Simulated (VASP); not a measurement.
Runs of VASP 6.6.1 on Tl. The structure is that of space group Fm-3m (No. 225), or close to it. The cells are those of the table. 

```tsv
level	potentials or basis	cell	gap on the mesh (eV)	pressure (GPa)
LDA	VASP PAW LDA potentials, release 64 (Tl_d)	a = 3.653 Å, angles 60.0°, 1 atom	none	(b)
PBE	VASP PAW PBE potentials, release 64 (Tl_d)	a = 3.351 Å, angles 60.0°, 1 atom	none	6.5
PBE	VASP PAW PBE potentials, release 64 (Tl_d)	a = 3.599 Å, angles 60.0°, 1 atom	none	(a)
PBE	VASP PAW PBE potentials, release 64 (Tl_d)	a = 3.393, b = 3.404, c = 3.404 Å, angles 59.6, 60.1, 59.9°, 1 atom	none	4.3
LDA	VASP PAW LDA potentials, release 64 (Tl_d)	a = 3.488 Å, angles 60.0°, 1 atom	none	-3.3
```

Alike in all rows: task single point; no spin polarisation; k mesh 14 × 14 × 14; cutoff (eV) 520; smearing gaussian 0.1 eV.

Q: Estimate the missing entries.

A: (a) -1.4; (b) -5.5.

Caveats: spin-orbit coupling is left out, which moves the levels of the heavy elements.

A k mesh can miss the band edges, and the runs leave out spin-orbit coupling on Tl.

A gap of «none» marks levels without a gap at the run's occupations.
